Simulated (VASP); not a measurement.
# BAs (I-4m2) in VASP: notebook

The runs below take BAs through single point, with LDA.

Everything below comes from runs of VASP 6.6.1. Logs are shortened: lines on timing, memory, paths and dates and some standing lists are left out, and cuts for length are marked.

**1. The cell of the first run**

Symmetry: I-4m2, No. 119, tetragonal system. The conventional cell has a = 3.108 Å, b = 3.108 Å, c = 5.159 Å, α = 90.00°, β = 90.00°, γ = 90.00°. B (site symmetry -4m2) has 4 As at 2.02 Å within 2.7 Å. As (site symmetry -4m2) has 4 B at 2.02 Å within 2.7 Å.

**2. Single point, LDA (strain -0.080 along x and y, +0.080 along z)**

INCAR reads:

```
SYSTEM = BAs
PREC = Accurate
ENCUT = 520
EDIFF = 1E-7
ISMEAR = 0
SIGMA = 0.05
LREAL = .False.
LASPH = .True.
NELM = 100
ALGO = Normal
ISIF = 2
LWAVE = .False.
LCHARG = .False.
GGA = CA
NBANDS = 11
```

KPOINTS reads:

```
Automatic mesh
0
Gamma
  10 10 10
  0 0 0
```

POSCAR reads:

```
BAs
1.0
    0.0000000000      2.1974200000      2.5795800000
    2.1974200000      0.0000000000      2.5795800000
    2.1974200000      2.1974200000      0.0000000000
B As
1 1
Direct
    0.0000000000      0.0000000000      0.0000000000
    0.7500000000      0.7500000000      0.7500000000
```

Potentials or basis: VASP PAW LDA potentials, release 64 (B, As).

Launch:

```bash
> cat potpaw_LDA.64/B/POTCAR potpaw_LDA.64/As/POTCAR > POTCAR
> mpirun -np 1 vasp_std > vasp.out
```

OUTCAR:

```text
SYSTEM = BAs
   PREC = Accurate
   ENCUT = 520
   EDIFF = 1E-7
   ISMEAR = 0
   LREAL = .False.
   LASPH = .True.
   NELM = 100
   ISIF = 2
   GGA = CA

 ion  position               nearest neighbor table
   1  0.000  0.000  0.000-   2 2.02   2 2.02   2 2.02   2 2.02
   2  0.750  0.750  0.750-   1 2.02   1 2.02   1 2.02   1 2.02

  LATTYP: Found a body centered tetragonal cell.
 ALAT       =     3.1076211662
 C/A-ratio  =     1.6601637471

  Lattice vectors:

 A1 = (  -2.1974200000,   0.0000000000,   2.5795800000)
 A2 = (   2.1974200000,   0.0000000000,   2.5795800000)
 A3 = (   0.0000000000,   2.1974200000,  -2.5795800000)

Analysis of symmetry for initial positions (statically):
=====================================================================
 Subroutine PRICEL returns:
 Original cell was already a primitive cell.

 Routine SETGRP: Setting up the symmetry group for a
 body centered tetragonal supercell.

 Subroutine GETGRP returns: Found  8 space group operations
 (whereof  8 operations were pure point group operations)
 out of a pool of 16 trial point group operations.

The static configuration has the point symmetry D_2d.

Analysis of symmetry for dynamics (positions and initial velocities):
=====================================================================
 Subroutine PRICEL returns:
 Original cell was already a primitive cell.

 Routine SETGRP: Setting up the symmetry group for a
 body centered tetragonal supercell.

 Subroutine GETGRP returns: Found  8 space group operations
 (whereof  8 operations were pure point group operations)
 out of a pool of 16 trial point group operations.

The dynamic configuration has the point symmetry D_2d.

 Subroutine INISYM returns: Found  8 space group operations
 (whereof  8 operations are pure point group operations),
 and found     1 'primitive' translations

----------------------------------------------------------------------------------------

                                     Primitive cell

  volume of cell :      24.9118

  direct lattice vectors                    reciprocal lattice vectors
     0.000000000  2.197420000  2.579580000    -0.227539569  0.227539569  0.193830003
     2.197420000  0.000000000  2.579580000     0.227539569 -0.227539569  0.193830003
     2.197420000  2.197420000  0.000000000     0.227539569  0.227539569 -0.193830003

  length of vectors
     3.388640971  3.388640971  3.107621166     0.375657532  0.375657532  0.375657532

  position of ions in fractional coordinates (direct lattice)
     0.000000000  0.000000000  0.000000000
     0.750000000  0.750000000  0.750000000

  ion indices of the primitive-cell ions
   primitive index   ion index
                 1           1
                 2           2

----------------------------------------------------------------------------------------

 KPOINTS: Automatic mesh

Automatic generation of k-mesh.
 Grid dimensions read from file:
 generate k-points for:   10   10   10

 Generating k-lattice:

  Cartesian coordinates                     Fractional coordinates (reciprocal lattice)
    -0.022753957  0.022753957  0.019383000     0.100000000  0.000000000  0.000000000
     0.022753957 -0.022753957  0.019383000     0.000000000  0.100000000  0.000000000
     0.022753957  0.022753957 -0.019383000     0.000000000  0.000000000  0.100000000

  Length of vectors
     0.037565753  0.037565753  0.037565753

  Shift w.r.t. Gamma in fractional coordinates (k-lattice)
     0.000000000  0.000000000  0.000000000

 Subroutine IBZKPT returns following result:
 ===========================================

 Found    102 irreducible k-points:

 Following reciprocal coordinates:
            Coordinates               Weight
  0.000000  0.000000  0.000000      1.000000
  0.100000  0.000000  0.000000      8.000000
  0.200000  0.000000  0.000000      8.000000
  0.300000  0.000000  0.000000      8.000000
  0.400000  0.000000  0.000000      8.000000
  0.500000  0.000000  0.000000      4.000000
[... 16 lines left out ...]
  0.300000  0.300000  0.000000      2.000000
  0.400000  0.300000  0.000000      8.000000
 [... further k-points ...]
   k-points           NKPTS =    102   k-points in BZ     NKDIM =    102   number of bands    NBANDS=     11
   number of dos      NEDOS =    301   number of ions     NIONS =      2
   total plane-waves  NPLWV =  18816
   dimension x,y,z NGX =    28 NGY =   28 NGZ =   24
   dimension x,y,z NGXF=    56 NGYF=   56 NGZF=   48
   ions per type =               1   1
   NGX,Y,Z   is equivalent  to a cutoff of  13.74, 13.74, 12.84 a.u.
   NGXF,Y,Z  is equivalent  to a cutoff of  27.47, 27.47, 25.68 a.u.
 SYSTEM =  BAs
   PREC   = accura    normal or accurate (medium, high low for compatibility)
   ISTART =      0    job   : 0-new  1-cont  2-samecut
   ICHARG =      2    charge: 1-file 2-atom 10-const
   ISPIN  =      1    spin polarized calculation?
   LNONCOLLINEAR =      F non collinear calculations
   LSORBIT =      F    spin-orbit coupling
   LASPH  =      T    aspherical Exc in radial PAW
   ENCUT  =  520.0 eV  38.22 Ry    6.18 a.u.   6.30  6.30  5.78*2*pi/ulx,y,z
   NELM   =    100;   NELMIN=  2; NELMDL= -5     # of ELM steps
   EDIFF  = 0.1E-06   stopping-criterion for ELM
   LREAL  =      F    real-space projection
   EDIFFG = 0.1E-05   stopping-criterion for IOM
   NSW    =      0    number of steps for IOM
   IBRION =     -1    ionic relax: 0-MD 1-quasi-New 2-CG
   NFREE  =      0    steps in history (QN), initial steepest desc. (CG)
   ISIF   =      2    stress and relaxation
   ISYM   =      2    0-nonsym 1-usesym 2-fastsym
   POTIM  = 0.5000    time-step for ionic-motion
   TEBEG  =    0.0;   TEEND  =   0.0 temperature during run
   PSTRESS=    0.0 pullay stress
   NELECT =       8.0000    total number of electrons
   NUPDOWN=      -1.0000    fix difference up-down
   EMIN   =  10.00;   EMAX   =-10.00  energy-range for DOS
   EFERMI =   0.00;   METHOD = LEGACY
   ISMEAR =     0;   SIGMA  =   0.05  broadening in eV -4-tet -1-fermi 0-gaus
   EFERMI_NEDOS =   21; number of points for ismear=-14 and -15
   IALGO  =     38    algorithm
   IMIX   =      4    mixing-type and parameters
     AMIX     =   0.40;   BMIX     =  1.00
     AMIX_MAG =   1.60;   BMIX_MAG =  1.00
  volume/ion in A,a.u.               =      12.46        84.06
  Fermi-wavevector in a.u.,A,eV,Ry     =   1.121080  2.118533 17.100067  1.256819
  Thomas-Fermi vector in A             =   2.257731
   LORBIT       =      0    0 simple, 1 ext, 2 COOP (PROOUT), +10 PAW based schemes
   GGA     = CA    functional components
   LHFCALC =     F    Hartree Fock is set to
   AEXX    =    0.0000 exact exchange contribution
   IVDW    =     0    specifies the selected vdW correction
   LEPSILON=     F    determine dielectric tensor
   LRPA    =     F    only Hartree local field effects (RPA)
 non-spin polarized calculation
 Gauss-broadening in eV      SIGMA  =   0.05
  energy-cutoff  :      520.00
  volume of cell :       24.91
 maximum number of plane-waves:       686
 NGX is ok and might be reduce to    28
   NGX = 13   NGY = 13   NGZ = 11

 number of electron       7.9999999 magnetization

 Free energy of the ion-electron system (eV)
  ---------------------------------------------------
  ext. energy  EPLUGINS =         0.00000000
  ---------------------------------------------------
  free energy    TOTEN  =       -12.52031425 eV

  energy without entropy =      -12.52019623  energy(sigma->0) =      -12.52025524

 E-fermi :   7.7533     XC(G=0): -11.1835

 val. band max:        7.6491447640   @ k =   0.4000   0.0000   0.4000
 cond. band min:       7.7535664920   @ k =  -0.1000   0.1000   0.0000
 fundamental gap:      0.1044217279
 Fermi energy:         7.7532818512

 k-point     1 :       0.0000    0.0000    0.0000
  band No.  band energies     occupation
      1      -8.9880      2.00000
      2       5.9163      2.00000
      3       7.8822      0.00027
      4       7.8822      0.00027
      5      10.4405      0.00000
      6      10.4405      0.00000
      7      11.4122      0.00000
      8      12.5765      0.00000
      9      17.1989      0.00000
     10      17.8617      0.00000
     11      18.9686      0.00000

 k-point     2 :       0.1000    0.0000    0.0000
  band No.  band energies     occupation
      1      -8.8080      2.00000
      2       5.2636      2.00000
      3       6.7391      2.00000
      4       7.6002      1.99999
      5      10.3633      0.00000
      6      10.9060      0.00000
      7      11.9322      0.00000
      8      13.3586      0.00000
      9      17.1940      0.00000
     10      17.9978      0.00000
     11      20.5002      0.00000

 k-point     3 :       0.2000    0.0000    0.0000
  band No.  band energies     occupation
      1      -8.2756      2.00000
      2       3.2399      2.00000
      3       5.5484      2.00000
      4       7.1162      2.00000
      5       9.9501      0.00000
      6      11.8311      0.00000
      7      12.5422      0.00000
      8      14.8123      0.00000
      9      17.2830      0.00000
     10      19.5303      0.00000
     11      19.9174      0.00000

 k-point     4 :       0.3000    0.0000    0.0000
  band No.  band energies     occupation
      1      -7.4237      2.00000
      2       0.8580      2.00000
      3       4.7926      2.00000
      4       6.7332      2.00000
      5       9.4568      0.00000
      6      12.5857      0.00000
      7      12.8565      0.00000
      8      15.9902      0.00000
      9      18.0187      0.00000
     10      19.5908      0.00000
     11      20.7533      0.00000

 k-point     5 :       0.4000    0.0000    0.0000
  band No.  band energies     occupation
      1      -6.3800      2.00000
      2      -1.1866      2.00000
      3       4.3255      2.00000
      4       6.5107      2.00000
      5       9.1050      0.00000
      6      12.8664      0.00000
      7      12.9607      0.00000
      8      16.4099      0.00000
      9      18.9989      0.00000
     10      20.5303      0.00000
     11      22.4550      0.00000
[... 211 lines left out ...]
 k-point    21 :      -0.3000    0.2000    0.0000
  band No.  band energies     occupation
      1      -5.9849      2.00000
      2      -0.6353      2.00000
      3       1.4508      2.00000
      4       6.3636      2.00000
      5      11.9747      0.00000
      6      12.9646      0.00000
      7      13.6338      0.00000
      8      15.1685      0.00000
      9      18.6996      0.00000
     10      20.0150      0.00000
     11      22.1950      0.00000

 k-point    22 :      -0.2000    0.2000    0.0000
  band No.  band energies     occupation
      1      -6.9723      2.00000
      2       1.0979      2.00000
      3       2.1643      2.00000
      4       7.0137      2.00000
      5      11.5145      0.00000
      6      12.5966      0.00000
      7      13.4470      0.00000
      8      14.0936      0.00000
      9      18.1022      0.00000
     10      19.8862      0.00000
     11      20.8330      0.00000

 k-point    23 :       0.3000    0.3000    0.0000
  band No.  band energies     occupation
      1      -7.3149      2.00000
      2       0.6002      2.00000
      3       4.7891      2.00000
      4       4.7891      2.00000
      5       9.9638      0.00000
      6      11.6029      0.00000
      7      15.9778      0.00000
      8      15.9778      0.00000
      9      17.4569      0.00000
     10      22.0497      0.00000
     11      24.9308      0.00000

 k-point    24 :       0.4000    0.3000    0.0000
  band No.  band energies     occupation
      1      -6.6342      2.00000
      2      -0.4471      2.00000
      3       3.5981      2.00000
      4       4.5455      2.00000
      5      10.2996      0.00000
      6      11.8230      0.00000
      7      16.1609      0.00000
      8      16.8250      0.00000
      9      18.6677      0.00000
     10      23.0346      0.00000
     11      24.6954      0.00000

 [... further k-points ...]
[... 5 lines left out ...]
  --------------------------------------------------------------------------------------
  -------------------------------------------------------------------------------------
  Total        4.0219453      4.0219453     -2.8352958      0.0000000      0.0000000      0.0000000
  in kB      258.6673388    258.6673388   -182.3491798      0.0000000      0.0000000      0.0000000
  external PRESSURE =     111.6618326 kB  Pullay stress =       0.0000000 kB

 VOLUME and BASIS-vectors are now :
 -----------------------------------------------------------------------------
  energy-cutoff  :      520.00
  volume of cell :       24.91
      direct lattice vectors                 reciprocal lattice vectors
     0.000000000  2.197420000  2.579580000    -0.227539569  0.227539569  0.193830003
     2.197420000  0.000000000  2.579580000     0.227539569 -0.227539569  0.193830003
     2.197420000  2.197420000  0.000000000     0.227539569  0.227539569 -0.193830003

 POSITION                                       TOTAL-FORCE (eV/Angst)
 -----------------------------------------------------------------------------------
      0.00000      0.00000      0.00000         0.000000      0.000000      0.000000
      3.29613      3.29613      3.86937        -0.000000     -0.000000     -0.000000
 -----------------------------------------------------------------------------------
    total drift:                                0.000000      0.000000      0.000001

  FREE ENERGIE OF THE ION-ELECTRON SYSTEM (eV)
  ---------------------------------------------------
  free  energy   TOTEN  =       -12.5203142459 eV

  energy  without entropy=      -12.5201962261  energy(sigma->0) =      -12.52025524
```

Run time: 20 s. Hardware: 1 thread of Intel Xeon Platinum 8488C (Sapphire Rapids), shared host; peak memory 0.15 GiB.

What came out:

```
Free energy            : -12.5203 eV
Pressure               : 11.2 GPa
Band gap on the k mesh : zero (band 4 reaches 7.88 eV, above the bottom of band 5 at 7.65 eV)
```

Levels at points of the mesh, in eV from the Fermi level:
```
           k point  band 2  band 3  band 4  band 5  band 6  band 7
(0.00, 0.00, 0.00)   -1.84    0.13    0.13    2.69    2.69    3.66
(0.50, 0.00, 0.00)   -9.92   -3.59   -1.31    1.23    5.14    5.24
(0.50, 0.50, 0.00)  -10.32   -3.77   -3.77    2.13    2.33   11.32
(0.50, 0.00, 0.50)   -8.95   -5.56   -5.23    0.08    0.28    9.46
```

Caveat: the cell differs from its parent crystal (strain -0.080 along x and y, +0.080 along z).

**3. Single point, LDA (strain +0.000 along x and y, -0.080 along z)**

INCAR reads:

```
SYSTEM = BAs
ALGO = Normal ; EDIFF = 1E-6
ENCUT = 520 ; ISIF = 2
ISMEAR = 0 ; LASPH = .True.
LCHARG = .False. ; LREAL = .False.
LWAVE = .False. ; NBANDS = 11
NELM = 100 ; PREC = Accurate
SIGMA = 0.05
```

KPOINTS reads:

```
k-points
0
Gamma
  10 10 10
  0 0 0
```

POSCAR reads:

```
BAs
1.0
    0.0000000000      2.3885000000      2.1974200000
    2.3885000000      0.0000000000      2.1974200000
    2.3885000000      2.3885000000      0.0000000000
B As
1 1
Direct
    0.0000000000      0.0000000000      0.0000000000
    0.7500000000      0.7500000000      0.7500000000
```

Potentials or basis: VASP PAW LDA potentials, release 64 (B, As).

Launch:

```bash
> cat potpaw_LDA.64/B/POTCAR potpaw_LDA.64/As/POTCAR > POTCAR
> mpirun -np 1 vasp_std > vasp.out
```

Run time: 12 s. Hardware: 1 thread of Intel Xeon Platinum 8488C (Sapphire Rapids), shared host; peak memory 0.15 GiB.

Results (log left out):

| Quantity | Value |
| --- | --- |
| Free energy | -12.8049 eV |
| Pressure | 10.1 GPa |
| Band gap on the k mesh | zero (band 4 reaches 7.65 eV, above the bottom of band 5 at 7.43 eV) |

Stress tensor (GPa, compression positive):
```
 4.85  0.00  0.00
 0.00  4.85  0.00
 0.00  0.00 20.56
```

Levels at points of the mesh, in eV from the Fermi level:
```
           k point  band 1  band 2  band 3  band 4  band 5  band 6  band 7  band 8
(0.00, 0.00, 0.00)  -16.45   -0.55   -0.55    0.22    2.75    3.30    3.30    5.43
(0.50, 0.00, 0.00)  -13.26   -9.67   -2.75   -1.76    2.51    4.16    5.38    8.67
(0.50, 0.50, 0.00)  -11.36   -8.67   -5.27   -5.27    0.25    0.37   11.73   11.73
(0.50, 0.00, 0.50)  -12.11   -9.44   -4.47   -4.33    1.38    1.40   10.85   12.05
```

Caveat: the cell differs from its parent crystal (strain +0.000 along x and y, -0.080 along z).

(Continued in part 2 of 2.)
